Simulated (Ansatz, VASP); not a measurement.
**Two plane-wave programs on YHg**

The input INCAR:

```
ALGO = Normal
EDIFF = 1E-8
ENCUT = 520
ISIF = 2
ISMEAR = -1
LASPH = T
LCHARG = F
LEFG = T
LREAL = F
LWAVE = F
NBANDS = 18
NELM = 60
PREC = Accurate
SIGMA = 0.05
```

KPOINTS

```
k-points
0
Gamma
  10 10 10
```

File POSCAR:

```
YHg
1.0
    3.4162093815      0.0000000000      0.0000000000
    0.0000000000      3.4162093815      0.0000000000
    0.0000000000      0.0000000000      3.4162093815
Y Hg
1 1
Direct
    0.5000000000      0.5000000000      0.5000000000
    0.0000000000      0.0000000000      0.0000000000
```

Input for Ansatz:

```yaml
crystal:
  lattice:
    - [3.4162093815, 0.0, 0.0]
    - [0.0, 3.4162093815, 0.0]
    - [0.0, 0.0, 3.4162093815]
  atoms:
    - { symbol: "Y", position: [0.5, 0.5, 0.5] }
    - { symbol: Hg, position: [0.0, 0.0, 0.0] }
kpoints:
  mp_grid: { grid: [10, 10, 10] }
  band_path:
    path:
      - [0.0, 0.0, 0.0]
      - [0.0, 0.5, 0.0]
      - [0.5, 0.5, 0.0]
      - [0.0, 0.0, 0.0]
      - [0.5, 0.5, 0.5]
      - [0.0, 0.5, 0.0]
      - [0.5, 0.5, 0.5]
      - [0.5, 0.5, 0.0]
    npoints: 6
scf:
  occupations: { method: fermi_dirac, width: 0.05 }
hamiltonian:
  xc: lda
  pseudopotentials: { kind: paw }
output:
  forces: true
  stress: true
  eigenvalues: true
  efg: { contact_densities: true }
  populations: true
```

Change from the starting cell: volume scaled by 0.8, PAW files.

Alike in both runs: task electric field gradients; functional LDA; k mesh 10 × 10 × 10; occupations fermi-dirac, width 0.05 eV; no spin polarisation.

|  | VASP | Ansatz |
| --- | --- | --- |
| version | VASP 6.6.1 | Ansatz 0.2.0 |
| potentials or method | VASP PAW LDA potentials, release 64 (Y_sv, Hg) | PAW with Ansatz's default frozen-core files, scalar-relativistic |
| plane-wave cutoff (eV) | 520 | 420 |
| valence electrons in the cell | 23 | 31 |

|  | VASP | Ansatz | Ansatz less VASP |
| --- | --- | --- | --- |
| pressure (GPa) | 21.7 | 21.1 | -0.62 |

LDA's correlation is that of Perdew and Zunger in VASP and of Perdew and Wang (1992) in Ansatz. VASP's potentials hold 23 valence electrons a cell and Ansatz's 31, so a difference there can come from the potentials and not from the codes.

Spin-orbit coupling is off throughout.
